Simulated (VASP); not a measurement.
Write the native input for VASP 6.6.1 that does the following.

```yaml
Task: single point
Functional: PBE-based screened hybrid with 50 % exact exchange
Potentials_or_basis: VASP PAW PBE potentials, release 64 (Cl, Na_pv)
Cutoff: 520 eV
k_mesh: 4 × 4 × 4
Occupations: fermi-dirac, width 0.05 eV
Spin: no spin polarisation
Dipole_correction: no
Grid_for_exact_exchange_PRECFOCK: Normal
Share_of_exact_exchange: 0.5
Further_INCAR_settings: ALGO = Normal; EDIFF = 1e-07; NBANDS = 14
Screening_parameter: 0.2 1/Å
```

NaCl:

```
Cl Na
1.0
     3.50219    0.00000    0.00000
     0.00000    3.50219    0.00000
     0.00000    0.00000    3.50219
Cl Na
1 1
Direct
  0.50000 0.50000 0.50000
  0.00000 0.00000 0.00000
```

One way to write it, as run:

POSCAR

```
NaCl
1.0
    3.5021900000      0.0000000000      0.0000000000
    0.0000000000      3.5021900000      0.0000000000
    0.0000000000      0.0000000000      3.5021900000
Cl Na
1 1
Direct
    0.5000000000      0.5000000000      0.5000000000
    0.0000000000      0.0000000000      0.0000000000
```

INCAR.step1

```
SYSTEM = NaCl
PREC = Accurate
ENCUT = 520
EDIFF = 1E-5
ISMEAR = -1
SIGMA = 0.05
LREAL = .False.
LASPH = .True.
NELM = 60
ALGO = Normal
ISIF = 2
LWAVE = .True.
GGA = PE
NBANDS = 14
```

INCAR.step2

```
SYSTEM = NaCl
PREC = Accurate
ENCUT = 520
EDIFF = 1E-7
ISMEAR = -1
SIGMA = 0.05
LREAL = .False.
LASPH = .True.
NELM = 60
ALGO = Normal
ISIF = 2
LWAVE = .False.
LCHARG = .True.
GGA = PE
LHFCALC = .True.
AEXX = 0.5
HFSCREEN = 0.2
PRECFOCK = Normal
LELF = .True.
LVHAR = .True.
ISTART = 1
NBANDS = 14
```

KPOINTS

```
Automatic mesh
0
Gamma
  4 4 4
  0 0 0
```

Potentials or basis: VASP PAW PBE potentials, release 64 (Cl, Na_pv).

Command:

```console
$ cat potpaw_PBE.64/Cl/POTCAR potpaw_PBE.64/Na_pv/POTCAR > POTCAR
$ cp INCAR.step1 INCAR
$ mpirun -np 1 vasp_std > vasp.out
$ cp INCAR.step2 INCAR
$ mpirun -np 1 vasp_std > vasp.out
```

It gave:

The pressure is -0.9 GPa and the band gap on the k mesh is 6.70 eV (least direct gap 7.27 eV).

Caveat: the k points lie up to 0.45 Å⁻¹ apart; the PAW data sets were made with another functional, which shifts forces and pressure a little.

It took 3.1 min on 1 thread of Intel(R) Xeon(R) Platinum 8375C CPU @ 2.90GHz (Ice Lake), on a shared host, peak memory 0.25 GiB.
